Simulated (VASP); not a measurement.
# Y in VASP: a series of runs

Y is run at these levels: PBE; tasks: single point.

Program: VASP 6.6.1. These are calculated values, not measurements. Logs are shortened: lines on timing, memory, paths and dates and some standing lists are left out, and cuts for length are marked.

### 1 The cell of the first run

The cell holds a slab with vacuum, 6 atoms: a = 3.658 Å, b = 5.673 Å, c = 23.392 Å, α = 90.00°, β = 90.00°, γ = 90.00°.

### 2 Single point, PBE

The input, INCAR:

```
  PREC = Accurate
  ENCUT = 520
  EDIFF = 1E-7
  ISMEAR = -1
  SIGMA = 0.05
  LREAL = F
  LASPH = T
  NELM = 100
  ALGO = Normal
  ISIF = 2
  LWAVE = F
  LCHARG = F
  LDIPOL = T
  IDIPOL = 3
  DIPOL = 0.5 0.5 0.500
  GGA = PE
  NBANDS = 42
```

The input, KPOINTS:

```
regular mesh
0
Gamma
  10 7 1
```

The input, POSCAR:

```
Y
1.0
    3.6580181829      0.0000000000      0.0000000000
    0.0000000000      5.6733912590      0.0000000000
    0.0000000000      0.0000000000     23.3919000000
Y
6
Direct
    0.7500000000      0.7500000000      0.3419997468
    0.2500000000      0.2500000000      0.3871426766
    0.2500000000      0.7500000000      0.4774285351
    0.7500000000      0.2500000000      0.5225714649
    0.7500000000      0.7500000000      0.6128573234
    0.2500000000      0.2500000000      0.6580002532
```

Potentials or basis: VASP PAW PBE potentials, release 64 (Y_sv).

Launch:

```bash
$ cat potpaw_PBE.64/Y_sv/POTCAR > POTCAR
$ mpirun -np 1 vasp_std > vasp.out
```

OUTCAR:

```text
PREC = Accurate
   ENCUT = 520
   EDIFF = 1E-7
   ISMEAR = -1
   LREAL = F
   LASPH = T
   NELM = 100
   ISIF = 2
   GGA = PE

 ion  position               nearest neighbor table
   1  0.750  0.750  0.342-   2 3.54   2 3.54   2 3.54   2 3.54   3 3.66   3 3.66
   2  0.250  0.250  0.387-   3 3.54   3 3.54   1 3.54   1 3.54   1 3.54   1 3.54   4 3.66   4 3.66

   3  0.250  0.750  0.477-   2 3.54   2 3.54   4 3.54   4 3.54   4 3.54   4 3.54   5 3.66   5 3.66
                             1 3.66   1 3.66
   4  0.750  0.250  0.523-   5 3.54   5 3.54   3 3.54   3 3.54   3 3.54   3 3.54   2 3.66   2 3.66
                             6 3.66   6 3.66
   5  0.750  0.750  0.613-   4 3.54   4 3.54   6 3.54   6 3.54   6 3.54   6 3.54   3 3.66   3 3.66

   6  0.250  0.250  0.658-   5 3.54   5 3.54   5 3.54   5 3.54   4 3.66   4 3.66

  LATTYP: Found a simple orthorhombic cell.
 ALAT       =     3.6580181829
 B/A-ratio  =     1.5509467081
 C/A-ratio  =     6.3946921066

  Lattice vectors:

 A1 = (   3.6580181829,   0.0000000000,   0.0000000000)
 A2 = (   0.0000000000,   5.6733912590,   0.0000000000)
 A3 = (   0.0000000000,   0.0000000000,  23.3919000000)

Analysis of symmetry for initial positions (statically):
=====================================================================
 Subroutine PRICEL returns:
 Original cell was already a primitive cell.

 Routine SETGRP: Setting up the symmetry group for a
 simple orthorhombic supercell.

 Subroutine GETGRP returns: Found  8 space group operations
 (whereof  2 operations were pure point group operations)
 out of a pool of  8 trial point group operations.

The static configuration has the point symmetry S_2 .
 The point group associated with its full space group is D_2h.

Analysis of symmetry for dynamics (positions and initial velocities):
=====================================================================
 Subroutine PRICEL returns:
 Original cell was already a primitive cell.

 Routine SETGRP: Setting up the symmetry group for a
 simple orthorhombic supercell.

 Subroutine GETGRP returns: Found  8 space group operations
 (whereof  2 operations were pure point group operations)
 out of a pool of  8 trial point group operations.

The dynamic configuration has the point symmetry S_2 .
 The point group associated with its full space group is D_2h.

 Subroutine INISYM returns: Found  8 space group operations
 (whereof  2 operations are pure point group operations),
 and found     1 'primitive' translations

[... 110 lines left out ...]
   TEBEG  =    0.0;   TEEND  =   0.0 temperature during run
   PSTRESS=    0.0 pullay stress
   NELECT =      66.0000    total number of electrons
   NUPDOWN=      -1.0000    fix difference up-down
   EMIN   =  10.00;   EMAX   =-10.00  energy-range for DOS
   EFERMI =   0.00;   METHOD = LEGACY
   ISMEAR =    -1;   SIGMA  =   0.05  broadening in eV -4-tet -1-fermi 0-gaus
   EFERMI_NEDOS =   21; number of points for ismear=-14 and -15
   IALGO  =     38    algorithm
   IMIX   =      4    mixing-type and parameters
     AMIX     =   0.40;   BMIX     =  1.00
     AMIX_MAG =   1.60;   BMIX_MAG =  1.00
  volume/ion in A,a.u.               =      80.91       546.01
  Fermi-wavevector in a.u.,A,eV,Ry     =   0.841792  1.590756  9.641275  0.708614
  Thomas-Fermi vector in A             =   1.956394
   LORBIT       =      0    0 simple, 1 ext, 2 COOP (PROOUT), +10 PAW based schemes
   GGA     = PE    functional components
   LHFCALC =     F    Hartree Fock is set to
   AEXX    =    0.0000 exact exchange contribution
   IVDW    =     0    specifies the selected vdW correction
   LEPSILON=     F    determine dielectric tensor
   LRPA    =     F    only Hartree local field effects (RPA)
 non-spin polarized calculation
  energy-cutoff  :      520.00
  volume of cell :      485.46
 maximum number of plane-waves:     13138
 NGX is ok and might be reduce to    28
   NGX = 13   NGY = 21   NGZ = 87

 dipolmoment           0.000000      0.000000      0.000000 electrons x Angstroem

 number of electron      65.9999998 magnetization

 dipolmoment           0.000000      0.000000     -0.000000 electrons x Angstroem

 Free energy of the ion-electron system (eV)
  ---------------------------------------------------
  ext. energy  EPLUGINS =         0.00000000
  ---------------------------------------------------
  free energy    TOTEN  =       -36.03353718 eV

  energy without entropy =      -35.92382831  energy(sigma->0) =      -35.97868275

 E-fermi :  -0.6440     XC(G=0):  -4.6699

 val. band max:       -0.6595538500   @ k =   0.4000   0.0000   0.0000
 cond. band min:      -0.6436679689   @ k =   0.4000   0.1429   0.0000
 fundamental gap:      0.0158858811
 Fermi energy:        -0.6440475404

 k-point     1 :       0.0000    0.0000    0.0000
  band No.  band energies     occupation
      1     -43.9360      2.00000
      2     -43.9360      2.00000
      3     -43.4936      2.00000
      4     -43.4919      2.00000
      5     -43.2556      2.00000
      6     -43.2067      2.00000
[... 1069 lines left out ...]
     41       0.5759      0.00000
     42       0.5759      0.00000

------------------------ aborting loop because EDIFF is reached ----------------------------------------

 vacuum level on the upper side and lower side of the slab       (xc-potential included)        -0.128        -0.128

  FORCE on cell =-STRESS in cart. coord.  units (eV):
  Direction    XX          YY          ZZ          XY          YZ          ZX
  --------------------------------------------------------------------------------------
  -------------------------------------------------------------------------------------
  Total       -1.6963291     -2.4534476     -2.7072541     -0.0000000      0.0000000      0.0000000
  in kB       -5.5984345     -8.0971704     -8.9348138     -0.0000000      0.0000000      0.0000000
  external PRESSURE =      -7.5434729 kB  Pullay stress =       0.0000000 kB

 VOLUME and BASIS-vectors are now :
 -----------------------------------------------------------------------------
  energy-cutoff  :      520.00
  volume of cell :      485.46
      direct lattice vectors                 reciprocal lattice vectors
     3.658018183  0.000000000  0.000000000     0.273372069  0.000000000  0.000000000
     0.000000000  5.673391259  0.000000000     0.000000000  0.176261420  0.000000000
     0.000000000  0.000000000 23.391900000     0.000000000  0.000000000  0.042749841

 POSITION                                       TOTAL-FORCE (eV/Angst)
 -----------------------------------------------------------------------------------
      2.74351      4.25504      8.00002         0.000000     -0.000000      0.210840
      0.91450      1.41835      9.05600         0.000000     -0.000000      0.268121
      0.91450      4.25504     11.16796         0.000000     -0.000000     -0.260975
      2.74351      1.41835     12.22394         0.000000      0.000000      0.260975
      2.74351      4.25504     14.33590         0.000000     -0.000000     -0.268121
      0.91450      1.41835     15.39188         0.000000      0.000000     -0.210840
 -----------------------------------------------------------------------------------
    total drift:                                0.000000      0.000000      0.000000

  FREE ENERGIE OF THE ION-ELECTRON SYSTEM (eV)
  ---------------------------------------------------
  free  energy   TOTEN  =       -36.0335371783 eV

  energy  without entropy=      -35.9238283130  energy(sigma->0) =      -35.97868275

 vacuum level on the upper side and lower side of the slab         2.573         2.573
```

It took 33 min on 1 thread of Intel Xeon 8259CL, shared host; peak memory 0.71 GiB.

What came out:

```yaml
Free_energy: -36.0335 eV
Largest_force: 0.268 eV/Å
Band_gap_on_the_k_mesh: zero (bands 33 and 34 overlap by 0.59 eV)
```

Forces on the atoms (eV/Å):
```
Y    0.000  0.000  0.211
Y    0.000  0.000  0.268
Y    0.000  0.000 -0.261
Y    0.000  0.000  0.261
Y    0.000  0.000 -0.268
Y    0.000  0.000 -0.211
```

### 3 Single point, PBE

The input, INCAR:

```
SYSTEM = Y
ALGO = Normal
DIPOL = 0.5 0.5 0.500
EDIFF = 1E-7
ENCUT = 520
GGA = PE
IDIPOL = 3
ISIF = 2
ISMEAR = -1
LASPH = .TRUE.
LCHARG = .FALSE.
LDIPOL = .TRUE.
LREAL = .FALSE.
LWAVE = .FALSE.
NBANDS = 42
NELM = 100
PREC = Accurate
SIGMA = 0.05
```

The input, KPOINTS:

```
k-points
0
G
  10 7 1
  0 0 0
```

The input, POSCAR:

```
Y
1.0
    3.6580181829      0.0000000000      0.0000000000
    0.0000000000      5.6733912590      0.0000000000
    0.0000000000      0.0000000000     23.3919000000
Y
6
Direct
    0.7500000000      0.7500000000      0.3462357758
    0.2500000000      0.2500000000      0.3925698162
    0.2500000000      0.7500000000      0.4755114704
    0.7500000000      0.2500000000      0.5244885275
    0.7500000000      0.7500000000      0.6074301869
    0.2500000000      0.2500000000      0.6537642232
```

Potentials or basis: VASP PAW PBE potentials, release 64 (Y_sv).

Launch:

```bash
$ cat potpaw_PBE.64/Y_sv/POTCAR > POTCAR
$ mpirun -np 1 vasp_std > vasp.out
```

OUTCAR:

```text
SYSTEM = Y
   EDIFF = 1E-7
   ENCUT = 520
   GGA = PE
   ISIF = 2
   ISMEAR = -1
   LASPH = .TRUE.
   LREAL = .FALSE.
   NELM = 100
   PREC = Accurate

 ion  position               nearest neighbor table
   1  0.750  0.750  0.346-   3 3.53   3 3.53   2 3.54   2 3.54   2 3.54   2 3.54
   2  0.250  0.250  0.393-   3 3.44   3 3.44   1 3.54   1 3.54   1 3.54   1 3.54   4 3.59   4 3.59

   3  0.250  0.750  0.476-   2 3.44   2 3.44   1 3.53   1 3.53   4 3.56   4 3.56   4 3.56   4 3.56
                             5 3.59   5 3.59
   4  0.750  0.250  0.524-   5 3.44   5 3.44   6 3.53   6 3.53   3 3.56   3 3.56   3 3.56   3 3.56
                             2 3.59   2 3.59
   5  0.750  0.750  0.607-   4 3.44   4 3.44   6 3.54   6 3.54   6 3.54   6 3.54   3 3.59   3 3.59

   6  0.250  0.250  0.654-   4 3.53   4 3.53   5 3.54   5 3.54   5 3.54   5 3.54

  LATTYP: Found a simple orthorhombic cell.
 ALAT       =     3.6580181829
 B/A-ratio  =     1.5509467081
 C/A-ratio  =     6.3946921066

  Lattice vectors:

 A1 = (   3.6580181829,   0.0000000000,   0.0000000000)
 A2 = (   0.0000000000,   5.6733912590,   0.0000000000)
 A3 = (   0.0000000000,   0.0000000000,  23.3919000000)

Analysis of symmetry for initial positions (statically):
[... 194 lines left out ...]
      2     -43.8931      2.00000
      3     -43.4290      2.00000
      4     -43.4267      2.00000
      5     -43.1263      2.00000
      6     -43.0825      2.00000
[... 1069 lines left out ...]
     41       0.6221      0.00000
     42       0.6221      0.00000

------------------------ aborting loop because EDIFF is reached ----------------------------------------

 vacuum level on the upper side and lower side of the slab       (xc-potential included)        -0.119        -0.119

  FORCE on cell =-STRESS in cart. coord.  units (eV):
  Direction    XX          YY          ZZ          XY          YZ          ZX
  --------------------------------------------------------------------------------------
  -------------------------------------------------------------------------------------
  Total       -1.2004530     -1.7779562     -0.1289396     -0.0000000      0.0000000      0.0000000
  in kB       -3.9618829     -5.8678302     -0.4255423     -0.0000000      0.0000000      0.0000000
  external PRESSURE =      -3.4184185 kB  Pullay stress =       0.0000000 kB

 VOLUME and BASIS-vectors are now :
 -----------------------------------------------------------------------------
  energy-cutoff  :      520.00
  volume of cell :      485.46
      direct lattice vectors                 reciprocal lattice vectors
     3.658018183  0.000000000  0.000000000     0.273372069  0.000000000  0.000000000
     0.000000000  5.673391259  0.000000000     0.000000000  0.176261420  0.000000000
     0.000000000  0.000000000 23.391900000     0.000000000  0.000000000  0.042749841

 POSITION                                       TOTAL-FORCE (eV/Angst)
 -----------------------------------------------------------------------------------
      2.74351      4.25504      8.09911         0.000000     -0.000000      0.009441
      0.91450      1.41835      9.18295         0.000000      0.000000      0.009356
      0.91450      4.25504     11.12312         0.000000      0.000000      0.002975
      2.74351      1.41835     12.26878         0.000000      0.000000     -0.002975
      2.74351      4.25504     14.20895         0.000000      0.000000     -0.009356
      0.91450      1.41835     15.29279         0.000000     -0.000000     -0.009441
 -----------------------------------------------------------------------------------
    total drift:                                0.000000      0.000000     -0.000003

  FREE ENERGIE OF THE ION-ELECTRON SYSTEM (eV)
  ---------------------------------------------------
  free  energy   TOTEN  =       -36.1040766837 eV

  energy  without entropy=      -35.9996143134  energy(sigma->0) =      -36.05184550

 vacuum level on the upper side and lower side of the slab         2.549         2.549
```

OSZICAR:

```text
N       E                     dE             d eps       ncg     rms          rms(c)
DAV:   1     0.342698571259E+03    0.34270E+03   -0.32228E+04  2616   0.132E+03
DAV:   2     0.650390714638E+01   -0.33619E+03   -0.32536E+03  2400   0.321E+02
DAV:   3    -0.334344906512E+02   -0.39938E+02   -0.38976E+02  3098   0.575E+01
[... 20 lines left out ...]
DAV:  24    -0.361040696474E+02   -0.12483E-04   -0.41342E-07  1764   0.146E-03    0.941E-04
DAV:  25    -0.361040741796E+02   -0.45322E-05   -0.17010E-07  1698   0.922E-04    0.512E-04
DAV:  26    -0.361040764483E+02   -0.22687E-05   -0.10269E-07  1540   0.681E-04    0.305E-04
DAV:  27    -0.361040766184E+02   -0.17005E-06   -0.10041E-08  1564   0.318E-04    0.175E-04
DAV:  28    -0.361040766837E+02   -0.65297E-07   -0.43723E-09  1364   0.187E-04
   1 F= -.36104077E+02 E0= -.36051845E+02  d E =-.104462E+00
```

stdout:

```text
POSCAR found type information on POSCAR Y
 POSCAR found :  1 types and       6 ions
 scaLAPACK will be used
 LDA part: xc-table for (Slater+PW92), standard interpolation
 POSCAR, INCAR and KPOINTS ok, starting setup
 FFT: planning ... GRIDC
 FFT: planning ... GRID_SOFT
 FFT: planning ... GRID
 WAVECAR not read
 entering main loop
```

Run time: 30 min. Hardware: 1 thread of Intel Xeon 8259CL, shared host; peak memory 0.71 GiB.

Results:

```yaml
Free_energy: -36.1041 eV
Largest_force: 0.009 eV/Å
Band_gap_on_the_k_mesh: zero (bands 33 and 34 overlap by 0.53 eV)
```

Forces on the atoms (eV/Å):
```
Y    0.000  0.000  0.009
Y    0.000  0.000  0.009
Y    0.000  0.000  0.003
Y    0.000  0.000 -0.003
Y    0.000  0.000 -0.009
Y    0.000  0.000 -0.009
```
